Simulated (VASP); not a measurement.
Write the native input for VASP 6.6.1 that does the following.

* Task: single point
* Functional: PBEsol
* Potentials or basis: VASP PAW PBE potentials, release 64 (Cd, Se)
* Cutoff: 500 eV
* k mesh: 9 × 9 × 4
* Occupations: gaussian, width 0.01 eV
* Spin: no spin polarisation
* Dipole correction: no
* Further INCAR settings: ALGO = Normal; EDIFF = 1e-06; NBANDS = 26

The structure of CdSe (sol) lies in POSCAR:

```
CdSe
1.0
    4.2590929138      0.0000000000      0.0000000000
   -2.1295464569      3.6884826604      0.0000000000
    0.0000000000      0.0000000000      6.9511811813
Cd Se
2 2
Direct
    0.3333333333      0.6666666667      0.0001850777
    0.6666666667      0.3333333333      0.5001850777
    0.3333333333      0.6666666667      0.3758149223
    0.6666666667      0.3333333333      0.8758149223
```

These files were run (other wordings do the same):

INCAR

```
PREC = Accurate
ENCUT = 500
EDIFF = 1E-6
ISMEAR = 0
SIGMA = 0.01
LREAL = False
LASPH = True
NELM = 120
ALGO = Normal
ISIF = 2
LWAVE = False
LCHARG = False
GGA = PS
NBANDS = 26
GGA_COMPAT = False
```

KPOINTS

```
regular mesh
0
Gamma
  9 9 4
```

Potentials or basis: VASP PAW PBE potentials, release 64 (Cd, Se).

Run with:

```sh
$ cat potpaw_PBE.64/Cd/POTCAR potpaw_PBE.64/Se/POTCAR > POTCAR
$ mpirun -np 1 vasp_std > vasp.out
```

It gave:

| Item | Value |
| --- | --- |
| Pressure | 2.1 GPa |
| Band gap on the k mesh | 0.60 eV, direct |

Caveat: the PAW data sets were made with another functional, which shifts forces and pressure a little.

It took 2.2 min on 1 thread of AMD EPYC 7R13 (shared host), peak memory 0.24 GiB.
